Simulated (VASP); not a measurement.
# ZnSe (P4/nmm) in VASP: a series of runs, part 2 of 2

VASP 6.6.1.

## (3) Single point, LDA

The input, INCAR:

```
ALGO     = Normal         # electronic algorithm
EDIFF    = 1E-6           # SCF threshold, eV
ENCUT    = 520            # plane-wave cutoff, eV
ISIF     = 2              # what is computed and relaxed
ISMEAR   = 0              # smearing method
LASPH    = True           # aspherical terms in the spheres
LCHARG   = False          # write CHGCAR
LREAL    = False          # projectors in reciprocal space
LWAVE    = False          # write WAVECAR
NBANDS   = 26             # bands
NELM     = 60             # most SCF steps
PREC     = Accurate       # precision mode
SIGMA    = 0.05           # smearing width, eV
```

The input, KPOINTS:

```
k-points
0
Gamma
  8 8 6
```

The input, POSCAR:

```
ZnSe
1.0
    4.0437991417      0.0000000000      0.0000000000
    0.0000000000      4.0437991417      0.0000000000
    0.0000000000      0.0000000000      5.3369824815
Zn Se
2 2
Direct
    0.0000000000      0.0000000000      0.0000000000
    0.5000000000      0.5000000000      0.0000000000
    0.0000000000      0.5000000000      0.2419974579
    0.5000000000      0.0000000000      0.7580025421
```

Potentials or basis: VASP PAW LDA potentials, release 64 (Zn, Se).

Launch:

```
$ cat potpaw_LDA.64/Zn/POTCAR potpaw_LDA.64/Se/POTCAR > POTCAR
$ mpirun -np 1 vasp_std > vasp.out
```

OUTCAR:

```text
EDIFF = 1E-6
   ENCUT = 520
   ISIF = 2
   ISMEAR = 0
   LASPH = True
   LREAL = False
   NELM = 60
   PREC = Accurate

 ion  position               nearest neighbor table
   1  0.000  0.000  0.000-   3 2.40   4 2.40   3 2.40   4 2.40   2 2.86   2 2.86   2 2.86   2 2.86

   2  0.500  0.500  0.000-   3 2.40   4 2.40   4 2.40   3 2.40   1 2.86   1 2.86   1 2.86   1 2.86

   3  0.000  0.500  0.242-   1 2.40   2 2.40   1 2.40   2 2.40
   4  0.500  0.000  0.758-   1 2.40   2 2.40   2 2.40   1 2.40

  LATTYP: Found a simple tetragonal cell.
 ALAT       =     4.0437991417
 C/A-ratio  =     1.3197941575

  Lattice vectors:

 A1 = (   4.0437991417,   0.0000000000,   0.0000000000)
 A2 = (   0.0000000000,   4.0437991417,   0.0000000000)
 A3 = (   0.0000000000,   0.0000000000,   5.3369824815)

Analysis of symmetry for initial positions (statically):
=====================================================================
 Subroutine PRICEL returns:
 Original cell was already a primitive cell.

 Routine SETGRP: Setting up the symmetry group for a
 simple tetragonal supercell.

 Subroutine GETGRP returns: Found 16 space group operations
 (whereof  8 operations were pure point group operations)
 out of a pool of 16 trial point group operations.

The static configuration has the point symmetry D_2d.
 The point group associated with its full space group is D_4h.

Analysis of symmetry for dynamics (positions and initial velocities):
=====================================================================
 Subroutine PRICEL returns:
 Original cell was already a primitive cell.

 Routine SETGRP: Setting up the symmetry group for a
 simple tetragonal supercell.

 Subroutine GETGRP returns: Found 16 space group operations
 (whereof  8 operations were pure point group operations)
 out of a pool of 16 trial point group operations.

The dynamic configuration has the point symmetry D_2d.
[... 116 lines left out ...]
   NUPDOWN=      -1.0000    fix difference up-down
   EMIN   =  10.00;   EMAX   =-10.00  energy-range for DOS
   EFERMI =   0.00;   METHOD = LEGACY
   ISMEAR =     0;   SIGMA  =   0.05  broadening in eV -4-tet -1-fermi 0-gaus
   EFERMI_NEDOS =   21; number of points for ismear=-14 and -15
   IALGO  =     38    algorithm
   IMIX   =      4    mixing-type and parameters
     AMIX     =   0.40;   BMIX     =  1.00
     AMIX_MAG =   1.60;   BMIX_MAG =  1.00
  volume/ion in A,a.u.               =      21.82       147.24
  Fermi-wavevector in a.u.,A,eV,Ry     =   1.218664  2.302941 20.206587  1.485142
  Thomas-Fermi vector in A             =   2.353943
   LORBIT       =      0    0 simple, 1 ext, 2 COOP (PROOUT), +10 PAW based schemes
   GGA     = CA    functional components
   LHFCALC =     F    Hartree Fock is set to
   AEXX    =    0.0000 exact exchange contribution
   IVDW    =     0    specifies the selected vdW correction
   LEPSILON=     F    determine dielectric tensor
   LRPA    =     F    only Hartree local field effects (RPA)
 non-spin polarized calculation
 Gauss-broadening in eV      SIGMA  =   0.05
  energy-cutoff  :      520.00
  volume of cell :       87.27
 maximum number of plane-waves:      2377
   NGX = 15   NGY = 15   NGZ = 19

 number of electron      36.0000055 magnetization

 Free energy of the ion-electron system (eV)
  ---------------------------------------------------
  ext. energy  EPLUGINS =         0.00000000
  ---------------------------------------------------
  free energy    TOTEN  =       -13.74271506 eV

  energy without entropy =      -13.74271506  energy(sigma->0) =      -13.74271506

 E-fermi :   2.3472     XC(G=0):  -9.7858

 val. band max:        2.1393500021   @ k =   0.0000   0.0000   0.0000
 cond. band min:       3.0767584906   @ k =   0.0000   0.0000   0.0000
 fundamental gap:      0.9374084886
 Fermi energy:         2.3471794205

 k-point     1 :       0.0000    0.0000    0.0000
  band No.  band energies     occupation
      1     -12.1070      2.00000
      2     -10.6871      2.00000
      3      -5.5181      2.00000
      4      -5.5040      2.00000
      5      -5.4916      2.00000
      6      -5.4916      2.00000
[... 685 lines left out ...]
     25      10.5052      0.00000
     26      10.5052      0.00000

 [... further k-points ...]
[... 5 lines left out ...]
  --------------------------------------------------------------------------------------
  -------------------------------------------------------------------------------------
  Total        2.8124769      2.8124769      3.7575487      0.0000000      0.0000000      0.0000000
  in kB       51.6326740     51.6326740     68.9827130      0.0000000      0.0000000      0.0000000
  external PRESSURE =      57.4160203 kB  Pullay stress =       0.0000000 kB

 VOLUME and BASIS-vectors are now :
 -----------------------------------------------------------------------------
  energy-cutoff  :      520.00
  volume of cell :       87.27
      direct lattice vectors                 reciprocal lattice vectors
     4.043799142  0.000000000  0.000000000     0.247292203  0.000000000  0.000000000
     0.000000000  4.043799142  0.000000000     0.000000000  0.247292203  0.000000000
     0.000000000  0.000000000  5.336982481     0.000000000  0.000000000  0.187371797

 POSITION                                       TOTAL-FORCE (eV/Angst)
 -----------------------------------------------------------------------------------
      0.00000      0.00000      0.00000         0.000000     -0.000000      0.000000
      2.02190      2.02190      0.00000        -0.000000      0.000000      0.000000
      0.00000      2.02190      1.29154         0.000000      0.000000      1.704497
      2.02190      0.00000      4.04545        -0.000000     -0.000000     -1.704497
 -----------------------------------------------------------------------------------
    total drift:                                0.000000      0.000000      0.000000

  FREE ENERGIE OF THE ION-ELECTRON SYSTEM (eV)
  ---------------------------------------------------
  free  energy   TOTEN  =       -13.7427150614 eV

  energy  without entropy=      -13.7427150614  energy(sigma->0) =      -13.74271506
```

OSZICAR:

```text
N       E                     dE             d eps       ncg     rms          rms(c)
DAV:   1     0.240222441423E+03    0.24022E+03   -0.17090E+04  3128   0.162E+03
DAV:   2     0.889574425891E+01   -0.23133E+03   -0.22143E+03  3202   0.344E+02
DAV:   3    -0.140208534844E+02   -0.22917E+02   -0.22693E+02  3846   0.109E+02
DAV:   4    -0.144973410628E+02   -0.47649E+00   -0.47569E+00  3500   0.157E+01
DAV:   5    -0.145004604902E+02   -0.31194E-02   -0.31191E-02  3740   0.122E+00    0.936E+00
DAV:   6    -0.137999542183E+02    0.70051E+00   -0.15796E+00  4226   0.357E+01    0.720E+00
DAV:   7    -0.137526167401E+02    0.47337E-01   -0.73735E-01  3282   0.608E+00    0.269E+00
DAV:   8    -0.137441420810E+02    0.84747E-02   -0.10569E-02  3658   0.757E-01    0.647E-01
DAV:   9    -0.137426962388E+02    0.14458E-02   -0.25968E-03  4118   0.510E-01    0.120E-01
DAV:  10    -0.137427089915E+02   -0.12753E-04   -0.36757E-04  3364   0.172E-01    0.412E-02
DAV:  11    -0.137427160732E+02   -0.70817E-05   -0.38231E-05  3538   0.578E-02    0.140E-02
DAV:  12    -0.137427149344E+02    0.11388E-05   -0.92499E-06  3320   0.261E-02    0.883E-03
DAV:  13    -0.137427150614E+02   -0.12701E-06   -0.11964E-06  2104   0.154E-02
   1 F= -.13742715E+02 E0= -.13742715E+02  d E =-.230494E-11
```

stdout:

```text
POSCAR found type information on POSCAR ZnSe
 POSCAR found :  2 types and       4 ions
 scaLAPACK will be used
 LDA part: xc-table for (Slater(with rela. corr.)+CA(PZ))
 , standard interpolation
 POSCAR, INCAR and KPOINTS ok, starting setup
 FFT: planning ... GRIDC
 FFT: planning ... GRID_SOFT
 FFT: planning ... GRID
 WAVECAR not read
 entering main loop
```

It took 2.8 min on 1 thread of AMD EPYC 7R13, shared host; peak memory 0.21 GiB.

Results:

```yaml
Free_energy: -13.7427 eV
Pressure: 5.7 GPa
Largest_force: 1.704 eV/Å
Band_gap_on_the_k_mesh: 0.94 eV, direct
```

Forces on the atoms (eV/Å):
```
Zn   0.000  0.000  0.000
Zn   0.000  0.000  0.000
Se   0.000  0.000  1.704
Se   0.000  0.000 -1.704
```

Caveat: forces of over 1 eV/Å act on the atoms, so gaps and moduli don't describe the material at rest. A k mesh can miss the band edges.

## (4) Single point, LDA

The input, INCAR:

```
SYSTEM = ZnSe
PREC     = Accurate       ! precision mode
ENCUT    = 520            ! plane-wave cutoff, eV
EDIFF    = 1E-6           ! SCF threshold, eV
ISMEAR   = 0              ! smearing method
SIGMA    = 0.05           ! smearing width, eV
LREAL    = .False.        ! projectors in reciprocal space
LASPH    = .True.         ! aspherical terms in the spheres
NELM     = 100            ! most SCF steps
ALGO     = Normal         ! electronic algorithm
ISIF     = 2              ! what is computed and relaxed
LWAVE    = .False.        ! write WAVECAR
LCHARG   = .False.        ! write CHGCAR
GGA      = CA             ! functional
NBANDS   = 26             ! bands
```

The input, KPOINTS:

```
Automatic mesh
0
Gamma
  8 8 6
  0 0 0
```

POSCAR: that of step 3 with these lines changed.

```diff
@@ -10,3 +10,3 @@
     0.5000000000      0.5000000000      0.0000000000
-    0.0000000000      0.5000000000      0.2419974579
-    0.5000000000      0.0000000000      0.7580025421
+    0.0000000000      0.5000000000      0.3173336233
+    0.5000000000      0.0000000000      0.6826663767
```

Potentials or basis: VASP PAW LDA potentials, release 64 (Zn, Se).

Launch:

```
$ cat potpaw_LDA.64/Zn/POTCAR potpaw_LDA.64/Se/POTCAR > POTCAR
$ mpirun -np 1 vasp_std > vasp.out
```

OUTCAR:

```text
SYSTEM = ZnSe
   PREC = Accurate
   ENCUT = 520
   EDIFF = 1E-6
   ISMEAR = 0
   LREAL = .False.
   LASPH = .True.
   NELM = 100
   ISIF = 2
   GGA = CA

 ion  position               nearest neighbor table
   1  0.000  0.000  0.000-   3 2.64   4 2.64   3 2.64   4 2.64   2 2.86   2 2.86   2 2.86   2 2.86

   2  0.500  0.500  0.000-   3 2.64   4 2.64   4 2.64   3 2.64   1 2.86   1 2.86   1 2.86   1 2.86

   3  0.000  0.500  0.317-   1 2.64   2 2.64   1 2.64   2 2.64
   4  0.500  0.000  0.683-   1 2.64   2 2.64   2 2.64   1 2.64

  LATTYP: Found a simple tetragonal cell.
[... 898 lines left out ...]
  --------------------------------------------------------------------------------------
  -------------------------------------------------------------------------------------
  Total       -3.3957542     -3.3957542     -6.3112611      0.0000000     -0.0000000      0.0000000
  in kB      -62.3407325    -62.3407325   -115.8648758      0.0000000     -0.0000000      0.0000000
  external PRESSURE =     -80.1821136 kB  Pullay stress =       0.0000000 kB

 VOLUME and BASIS-vectors are now :
 -----------------------------------------------------------------------------
  energy-cutoff  :      520.00
  volume of cell :       87.27
      direct lattice vectors                 reciprocal lattice vectors
     4.043799142  0.000000000  0.000000000     0.247292203  0.000000000  0.000000000
     0.000000000  4.043799142  0.000000000     0.000000000  0.247292203  0.000000000
     0.000000000  0.000000000  5.336982481     0.000000000  0.000000000  0.187371797

 POSITION                                       TOTAL-FORCE (eV/Angst)
 -----------------------------------------------------------------------------------
      0.00000      0.00000      0.00000        -0.000000      0.000000      0.000000
      2.02190      2.02190      0.00000         0.000000     -0.000000      0.000000
      0.00000      2.02190      1.69360        -0.000000      0.000000     -2.047050
      2.02190      0.00000      3.64338        -0.000000      0.000000      2.047050
 -----------------------------------------------------------------------------------
    total drift:                                0.000000      0.000000     -0.000000

  FREE ENERGIE OF THE ION-ELECTRON SYSTEM (eV)
  ---------------------------------------------------
  free  energy   TOTEN  =       -13.4950501907 eV

  energy  without entropy=      -13.4950501907  energy(sigma->0) =      -13.49505019
```

Wall time 2.4 min (1 thread of AMD EPYC 7R13, shared host); peak memory 0.21 GiB.

Results:

| Quantity | Value |
| --- | --- |
| Free energy | -13.4951 eV |
| Pressure | -8.0 GPa |
| Largest force | 2.047 eV/Å |
| Band gap on the k mesh | 0.71 eV, direct |

Forces on the atoms (eV/Å):
```
Zn   0.000  0.000  0.000
Zn   0.000  0.000  0.000
Se   0.000  0.000 -2.047
Se   0.000  0.000  2.047
```

Stress tensor (GPa, compression positive):
```
 -6.23   0.00   0.00
  0.00  -6.23   0.00
  0.00   0.00 -11.59
```

Levels at points of the mesh, in eV from the valence-band top:
```csv
k point,band 14,band 15,band 16,band 17,band 18,band 19,band 20,band 21,band 22,band 23
"(0.00, 0.00, 0.00)",-2.66,-2.66,-1.24,0.00,0.00,0.71,1.53,3.07,4.29,4.29
"(0.50, 0.00, 0.00)",-4.58,-2.99,-2.99,-1.17,-1.17,3.39,3.39,3.95,3.95,6.23
"(0.50, 0.50, 0.00)",-4.82,-2.61,-2.61,-1.92,-1.92,1.57,1.57,1.71,1.71,9.13
"(0.00, 0.00, 0.50)",-2.16,-1.70,-1.70,-1.45,-1.45,1.96,3.11,3.49,4.08,5.34
"(0.50, 0.00, 0.50)",-5.75,-1.05,-1.05,-0.94,-0.94,1.37,1.37,5.03,5.03,5.38
"(0.50, 0.50, 0.50)",-4.04,-3.82,-3.82,-3.38,-3.38,4.05,4.05,4.20,4.20,7.59
```

Caveat: forces of over 1 eV/Å act on the atoms, so gaps and moduli don't describe the material at rest. Expect the measured gap to be larger: semilocal functionals such as LDA lack the derivative discontinuity.
